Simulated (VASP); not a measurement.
# Cu2Pt (Fd-3m) in VASP: relaxation of cell and atoms with r2SCAN

Aim: the relaxation of cell and atoms of Cu2Pt with r2SCAN.

All numbers are computed with VASP 6.6.1; they aren't measurements. Logs are shortened: lines on timing, memory, paths and dates and some standing lists are left out, and cuts for length are marked.

## 1. The cell of the first run

The structure is cubic, space group Fd-3m (No. 227). Conventional cell: a = 6.709 Å, b = 6.709 Å, c = 6.709 Å, α = 90.00°, β = 90.00°, γ = 90.00°. Cu (site symmetry -3m) has 6 Cu at 2.37 Å and 6 Pt at 2.78 Å within 3.1 Å. Pt (site symmetry -43m) has 12 Cu at 2.78 Å and 4 Pt at 2.91 Å within 3.7 Å.

## 2. Relaxation of cell and atoms, r2SCAN

POSCAR

```
Cu2Pt
1.0
    0.0000000000      3.3546113301      3.3546113301
    3.3546113301      0.0000000000      3.3546113301
    3.3546113301      3.3546113301      0.0000000000
Cu Pt
4 2
Direct
    0.1250000000      0.1250000000      0.1250000000
    0.6250000000      0.1250000000      0.1250000000
    0.1250000000      0.1250000000      0.6250000000
    0.1250000000      0.6250000000      0.1250000000
    0.5000000000      0.5000000000      0.5000000000
    0.7500000000      0.7500000000      0.7500000000
```

INCAR.step1

```
PREC = Accurate
ENCUT = 600
ISMEAR = 0
SIGMA = 0.1
LREAL = False
LASPH = True
NELM = 60
GGA = PE
ALGO = Normal
EDIFF = 1E-4
LWAVE = True
LCHARG = False
```

INCAR.step2

```
PREC = Accurate
ENCUT = 600
EDIFF = 1E-6
ISMEAR = 0
SIGMA = 0.1
LREAL = False
LASPH = True
NELM = 60
ALGO = Normal
ISIF = 3
LWAVE = False
LCHARG = False
METAGGA = R2SCAN
LMIXTAU = True
IBRION = 2
NSW = 100
EDIFFG = -0.01
ISTART = 1
```

KPOINTS

```
regular mesh
0
Gamma
  10 10 10
```

Potentials or basis: VASP PAW PBE potentials, release 64 (Cu, Pt).

Run with:

```
> cat potpaw_PBE.64/Cu/POTCAR potpaw_PBE.64/Pt/POTCAR > POTCAR
> cp INCAR.step1 INCAR
> mpirun -np 1 vasp_std > vasp.out
> cp INCAR.step2 INCAR
> mpirun -np 1 vasp_std > vasp.out
```

OUTCAR:

```text
PREC = Accurate
   ENCUT = 600
   EDIFF = 1E-6
   ISMEAR = 0
   LREAL = False
   LASPH = True
   NELM = 60
   ISIF = 3
   METAGGA = R2SCAN
   IBRION = 2
   NSW = 100
   EDIFFG = -0.01
   ISTART = 1

 ion  position               nearest neighbor table
   1  0.125  0.125  0.125-   2 2.37   3 2.37   4 2.37   3 2.37   4 2.37   2 2.37   6 2.78   5 2.78
                             6 2.78   5 2.78   6 2.78   5 2.78
   2  0.625  0.125  0.125-   1 2.37   3 2.37   4 2.37   1 2.37   3 2.37   4 2.37   5 2.78   6 2.78
                             5 2.78   6 2.78   6 2.78   5 2.78
   3  0.125  0.125  0.625-   1 2.37   1 2.37   2 2.37   4 2.37   4 2.37   2 2.37   6 2.78   5 2.78
                             6 2.78   5 2.78   6 2.78   5 2.78
   4  0.125  0.625  0.125-   1 2.37   3 2.37   1 2.37   2 2.37   3 2.37   2 2.37   6 2.78   5 2.78
                             5 2.78   6 2.78   6 2.78   5 2.78
   5  0.500  0.500  0.500-   4 2.78   2 2.78   1 2.78   1 2.78   3 2.78   3 2.78   1 2.78   2 2.78
                             4 2.78   3 2.78   2 2.78   4 2.78   6 2.91   6 2.91   6 2.91   6 2.91
   6  0.750  0.750  0.750-   2 2.78   4 2.78   2 2.78   4 2.78   1 2.78   3 2.78   3 2.78   1 2.78
                             3 2.78   1 2.78   4 2.78   2 2.78   5 2.91   5 2.91   5 2.91   5 2.91

  LATTYP: Found a face centered cubic cell.
 ALAT       =     6.7092226602

  Lattice vectors:

 A1 = (   0.0000000000,   3.3546113301,   3.3546113301)
 A2 = (   3.3546113301,   0.0000000000,   3.3546113301)
 A3 = (   3.3546113301,   3.3546113301,   0.0000000000)

Analysis of symmetry for initial positions (statically):
=====================================================================
 Subroutine PRICEL returns:
 Original cell was already a primitive cell.

 Routine SETGRP: Setting up the symmetry group for a
 face centered cubic supercell.

 Subroutine GETGRP returns: Found 48 space group operations
 (whereof 24 operations were pure point group operations)
 out of a pool of 48 trial point group operations.

The static configuration has the point symmetry T_d .
 The point group associated with its full space group is O_h .

Analysis of symmetry for dynamics (positions and initial velocities):
=====================================================================
 Subroutine PRICEL returns:
 Original cell was already a primitive cell.

 Routine SETGRP: Setting up the symmetry group for a
 face centered cubic supercell.

 Subroutine GETGRP returns: Found 48 space group operations
 (whereof 24 operations were pure point group operations)
 out of a pool of 48 trial point group operations.

The dynamic configuration has the point symmetry T_d .
 The point group associated with its full space group is O_h .

 Subroutine INISYM returns: Found 48 space group operations
 (whereof 24 operations are pure point group operations),
 and found     1 'primitive' translations

----------------------------------------------------------------------------------------

                                     Primitive cell

  volume of cell :      75.5017

  direct lattice vectors                    reciprocal lattice vectors
     0.000000000  3.354611330  3.354611330    -0.149048564  0.149048564  0.149048564
     3.354611330  0.000000000  3.354611330     0.149048564 -0.149048564  0.149048564
     3.354611330  3.354611330  0.000000000     0.149048564  0.149048564 -0.149048564

  length of vectors
     4.744136840  4.744136840  4.744136840     0.258159685  0.258159685  0.258159685

  position of ions in fractional coordinates (direct lattice)
     0.125000000  0.125000000  0.125000000
     0.625000000  0.125000000  0.125000000
     0.125000000  0.125000000  0.625000000
     0.125000000  0.625000000  0.125000000
     0.500000000  0.500000000  0.500000000
     0.750000000  0.750000000  0.750000000

  ion indices of the primitive-cell ions
   primitive index   ion index
                 1           1
                 2           2
                 3           3
                 4           4
                 5           5
                 6           6

----------------------------------------------------------------------------------------

 KPOINTS: regular mesh

Automatic generation of k-mesh.
 Grid dimensions read from file:
 generate k-points for:   10   10   10

 Generating k-lattice:

  Cartesian coordinates                     Fractional coordinates (reciprocal lattice)
    -0.014904856  0.014904856  0.014904856     0.100000000  0.000000000  0.000000000
     0.014904856 -0.014904856  0.014904856     0.000000000  0.100000000  0.000000000
     0.014904856  0.014904856 -0.014904856     0.000000000  0.000000000  0.100000000

  Length of vectors
     0.025815968  0.025815968  0.025815968

  Shift w.r.t. Gamma in fractional coordinates (k-lattice)
     0.000000000  0.000000000  0.000000000

 Subroutine IBZKPT returns following result:
 ===========================================

 Found     47 irreducible k-points:

 Following reciprocal coordinates:
            Coordinates               Weight
  0.000000  0.000000  0.000000      1.000000
  0.100000  0.000000  0.000000      8.000000
  0.200000  0.000000  0.000000      8.000000
  0.300000  0.000000  0.000000      8.000000
  0.400000  0.000000  0.000000      8.000000
  0.500000  0.000000  0.000000      4.000000
[... 16 lines left out ...]
  0.300000  0.300000  0.000000      6.000000
  0.400000  0.300000  0.000000     24.000000
 [... further k-points ...]
   k-points           NKPTS =     47   k-points in BZ     NKDIM =     47   number of bands    NBANDS=     38
   number of dos      NEDOS =    301   number of ions     NIONS =      6
   total plane-waves  NPLWV =  64000
   dimension x,y,z NGX =    40 NGY =   40 NGZ =   40
   dimension x,y,z NGXF=    80 NGYF=   80 NGZF=   80
   ions per type =               4   2
   NGX,Y,Z   is equivalent  to a cutoff of  14.02, 14.02, 14.02 a.u.
   NGXF,Y,Z  is equivalent  to a cutoff of  28.03, 28.03, 28.03 a.u.
 SYSTEM =  unknown system
   PREC   = accura    normal or accurate (medium, high low for compatibility)
   ISTART =      1    job   : 0-new  1-cont  2-samecut
   ICHARG =      0    charge: 1-file 2-atom 10-const
   ISPIN  =      1    spin polarized calculation?
   LNONCOLLINEAR =      F non collinear calculations
   LSORBIT =      F    spin-orbit coupling
   LASPH  =      T    aspherical Exc in radial PAW
   ENCUT  =  600.0 eV  44.10 Ry    6.64 a.u.   9.48  9.48  9.48*2*pi/ulx,y,z
   NELM   =     60;   NELMIN=  2; NELMDL=  0     # of ELM steps
   EDIFF  = 0.1E-05   stopping-criterion for ELM
   LREAL  =      F    real-space projection
   EDIFFG = -.1E-01   stopping-criterion for IOM
   NSW    =    100    number of steps for IOM
   IBRION =      2    ionic relax: 0-MD 1-quasi-New 2-CG
   NFREE  =      1    steps in history (QN), initial steepest desc. (CG)
   ISIF   =      3    stress and relaxation
   ISYM   =      2    0-nonsym 1-usesym 2-fastsym
   POTIM  = 0.5000    time-step for ionic-motion
   TEBEG  =    0.0;   TEEND  =   0.0 temperature during run
   PSTRESS=    0.0 pullay stress
   NELECT =      64.0000    total number of electrons
   NUPDOWN=      -1.0000    fix difference up-down
   EMIN   =  10.00;   EMAX   =-10.00  energy-range for DOS
   EFERMI =   0.00;   METHOD = LEGACY
   ISMEAR =     0;   SIGMA  =   0.10  broadening in eV -4-tet -1-fermi 0-gaus
   EFERMI_NEDOS =   21; number of points for ismear=-14 and -15
   IALGO  =     38    algorithm
   IMIX   =      4    mixing-type and parameters
     AMIX     =   0.40;   BMIX     =  1.00
     AMIX_MAG =   1.60;   BMIX_MAG =  1.00
  volume/ion in A,a.u.               =      12.58        84.92
  Fermi-wavevector in a.u.,A,eV,Ry     =   1.549349  2.927845 32.660549  2.400483
  Thomas-Fermi vector in A             =   2.654169
   LORBIT       =      0    0 simple, 1 ext, 2 COOP (PROOUT), +10 PAW based schemes
   METAGGA = R2SCAN    functional components
   LHFCALC =     F    Hartree Fock is set to
   AEXX    =    0.0000 exact exchange contribution
   IVDW    =     0    specifies the selected vdW correction
   LEPSILON=     F    determine dielectric tensor
   LRPA    =     F    only Hartree local field effects (RPA)
 conjugate gradient relaxation of ions
 non-spin polarized calculation
 Gauss-broadening in eV      SIGMA  =   0.10
  energy-cutoff  :      600.00
  volume of cell :       75.50
 maximum number of plane-waves:      2565
 NGX is ok and might be reduce to    40
   NGX = 19   NGY = 19   NGZ = 19

--------------------------------------- Ionic step        1  -------------------------------------------

 number of electron      64.0000006 magnetization

 Free energy of the ion-electron system (eV)
  ---------------------------------------------------
  ext. energy  EPLUGINS =         0.00000000
  ---------------------------------------------------
  free energy    TOTEN  =      -146.74590362 eV

  energy without entropy =     -146.73815003  energy(sigma->0) =     -146.74202682

------------------------ aborting loop because EDIFF is reached ----------------------------------------

  FORCE on cell =-STRESS in cart. coord.  units (eV):
  Direction    XX          YY          ZZ          XY          YZ          ZX
  --------------------------------------------------------------------------------------
  -------------------------------------------------------------------------------------
  Total        0.4045394      0.4045394      0.4045394      0.0000000      0.0000000      0.0000000
  in kB        8.5844949      8.5844949      8.5844949      0.0000000      0.0000000      0.0000000
  external PRESSURE =       8.5844949 kB  Pullay stress =       0.0000000 kB
[... 65 lines left out ...]
  energy  without entropy=     -146.7376172292  energy(sigma->0) =     -146.74155167

--------------------------------------- Ionic step        3  -------------------------------------------

 number of electron      64.0000014 magnetization

 Free energy of the ion-electron system (eV)
  ---------------------------------------------------
  ext. energy  EPLUGINS =         0.00000000
  ---------------------------------------------------
  free energy    TOTEN  =      -146.74682142 eV

  energy without entropy =     -146.73901215  energy(sigma->0) =     -146.74291678

 E-fermi :   8.9051     XC(G=0): -14.2169

 val. band max:        8.8912438521   @ k =   0.1000   0.0000   0.0000
 cond. band min:       8.9174816414   @ k =   0.1000   0.1000   0.0000
 fundamental gap:      0.0262377894
 Fermi energy:         8.9051321384

 k-point     1 :       0.0000    0.0000    0.0000
  band No.  band energies     occupation
      1      -1.0807      2.00000
      2       3.1360      2.00000
      3       3.6009      2.00000
      4       3.6009      2.00000
      5       3.6009      2.00000
      6       4.5228      2.00000
[... 973 lines left out ...]
     37      17.1218      0.00000
     38      18.0664      0.00000

 [... further k-points ...]

------------------------ aborting loop because EDIFF is reached ----------------------------------------

  FORCE on cell =-STRESS in cart. coord.  units (eV):
  Direction    XX          YY          ZZ          XY          YZ          ZX
  --------------------------------------------------------------------------------------
  -------------------------------------------------------------------------------------
  Total       -0.0244604     -0.0244604     -0.0244604     -0.0000000     -0.0000000      0.0000000
  in kB       -0.5167191     -0.5167191     -0.5167191     -0.0000000     -0.0000000      0.0000000
  external PRESSURE =      -0.5167191 kB  Pullay stress =       0.0000000 kB
[... 21 lines left out ...]
  FREE ENERGIE OF THE ION-ELECTRON SYSTEM (eV)
  ---------------------------------------------------
  free  energy   TOTEN  =      -146.7468214161 eV

  energy  without entropy=     -146.7390121496  energy(sigma->0) =     -146.74291678

 reached required accuracy - stopping structural energy minimisation
```

Run time: 40 min. Hardware: 1 thread of Oxide Virtual Turin-like, shared host; peak memory 0.32 GiB.

What came out:

```yaml
Free_energy: -146.7468 eV
Relaxed_volume: 12.64 Å³/atom
Relaxed_cell: a = 4.751 Å, b = 4.751 Å, c = 4.751 Å, α = 60.00°, β = 60.00°, γ = 60.00°
Space_group_after_relaxing_to_0.1_Å: Fd-3m (No. 227)
Energy_gained_by_relaxing: 0.2 meV/atom
Ionic_steps: 3
Pressure_after_relaxing: -0.1 GPa
Band_gap_on_the_k_mesh: zero (bands 32 and 33 overlap by 1.36 eV)
```

Step by step:
| step | energy change (eV) | largest force (eV/Å) | pressure (GPa) | volume (Å³) |
| --- | --- | --- | --- | --- |
| 1 | 0.0000 | 0.0000 | 0.86 | 75.50 |
| 2 | 0.0004 | 0.0000 | -1.11 | 76.24 |
| 3 | -0.0009 | 0.0000 | -0.05 | 75.84 |

Final structure:
```
Cu Pt
1.0
     0.00000    3.35967    3.35967
     3.35967    0.00000    3.35967
     3.35967    3.35967    0.00000
Cu Pt
4 2
Direct
  0.12500 0.12500 0.12500
  0.62500 0.12500 0.12500
  0.12500 0.12500 0.62500
  0.12500 0.62500 0.12500
  0.50000 0.50000 0.50000
  0.75000 0.75000 0.75000
```

Levels at points of the mesh, in eV from the Fermi level:
```tsv
k point	band 29	band 30	band 31	band 32	band 33	band 34	band 35	band 36
(0.00, 0.00, 0.00)	-1.27	-0.72	-0.72	-0.19	4.27	4.27	4.27	4.72
(0.50, 0.00, 0.00)	-1.32	-1.27	-0.62	-0.62	1.18	2.51	2.51	5.08
(0.50, 0.50, 0.00)	-0.89	-0.89	-0.80	-0.80	0.26	0.26	2.26	2.26
```

Caveat: the PAW data sets were made with another functional, which shifts forces and pressure a little; spin-orbit coupling is left out, which moves the levels of the heavy elements.

The gap in the log of VASP goes by the Fermi energy; the results here count the filled bands.